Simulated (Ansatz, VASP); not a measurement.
Sn: VASP beside Ansatz

```
Sn
1.0
    -1.87793    1.89840    1.91025
     1.89462   -1.86981    1.89834
     1.88740    1.87928   -1.88166
Sn
1
Direct
  0.00960 0.00631 0.99674
```

Change from the starting cell: cell strained at random at fixed volume.

Alike in both runs: task single point; functional PBE; k mesh 10 × 10 × 10; occupations fermi-dirac, width 0.05 eV; no spin polarisation.

|  | VASP | Ansatz |
| --- | --- | --- |
| version | VASP 6.6.1 | Ansatz 0.2.0 |
| potentials or method | VASP PAW PBE potentials, release 64 (Sn_d), cutoff 520 eV | all-electron LAPW, scalar-relativistic |

Ansatz gave:

| Quantity | Value |
| --- | --- |
| gap on the k mesh at the Fermi level (eV) | none |
| pressure (GPa) | 0.6 |
| traceless stress, the component that is largest in VASP (GPa) | 0.34 |

Task: What did VASP give for the same quantities?

Result: gap on the k mesh at the Fermi level (eV): none; pressure (GPa): 0.7; traceless stress, the component that is largest in VASP (GPa): 0.34.

A gap of «none» marks a metal or a gap that the smearing closes. Ansatz ran all-electron here, and VASP with PAW potentials.
